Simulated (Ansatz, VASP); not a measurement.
## Two plane-wave programs on Ba

INCAR

```
SYSTEM = Ba
PREC = Accurate
ENCUT = 520
EDIFF = 1E-6
ISMEAR = 0
SIGMA = 0.15
LREAL = .FALSE.
LASPH = .TRUE.
NELM = 100
ALGO = Fast
ISIF = 2
LWAVE = .FALSE.
LCHARG = .FALSE.
GGA = PS
NBANDS = 17
```

File KPOINTS:

```
Automatic mesh
0
G
  9 9 12
  0 0 0
```

File POSCAR:

```
Ba
1.0
    7.2059490857      0.0000000000      0.0000000000
   -3.6029745429      6.2405349666      0.0000000000
    0.0000000000      0.0000000000      3.9093935500
Ba
2
Direct
    0.3333333333      0.6666666667      0.5000000000
    0.6666666667      0.3333333333      0.5000000000
```

Input for Ansatz:

```yaml
crystal:
  lattice:
    - [7.2059490857, 0.0, 0.0]
    - [-3.6029745429, 6.2405349666, 0.0]
    - [0.0, 0.0, 3.90939355]
  atoms:
    - { symbol: Ba, position: [0.3333333333, 0.6666666667, 0.5] }
    - { symbol: Ba, position: [0.6666666667, 0.3333333333, 0.5] }
basis:
  ecutwfc: 420
kpoints:
  mp_grid: { grid: [9, 9, 12] }
hamiltonian:
  xc: pbesol
scf:
  occupations: { method: gaussian, width: 0.15 }
output:
  forces: true
  stress: true
  eigenvalues: true
```

Change from the starting cell: strain +0.030 along x and y, +0.000 along z, atoms carried along.

Alike in both runs: task single point; functional PBEsol; k mesh 9 × 9 × 12; occupations gaussian, width 0.15 eV; no spin polarisation.

|  | VASP | Ansatz |
| --- | --- | --- |
| version | VASP 6.6.1 | Ansatz 0.2.0 |
| potentials or method | VASP PAW PBE potentials, release 64 (Ba_sv), cutoff 520 eV | scalar-relativistic, plane waves, PAW |
| valence electrons in the cell | 20 | 20 |

```tsv
	VASP	Ansatz	Ansatz less VASP
gap on the k mesh at the Fermi level (eV)	none	none	-
pressure (GPa)	-0.2	-0.3	-0.05
traceless stress, the component that is largest in VASP (GPa)	0.10	0.08	-0.023
```

VASP's potentials were made for PBE, not for PBEsol. A gap of «none» marks a metal or a gap that the smearing closes. The functional is the same, so the differences come from potentials, cutoffs and numerics.

Neither program's run includes spin-orbit coupling.
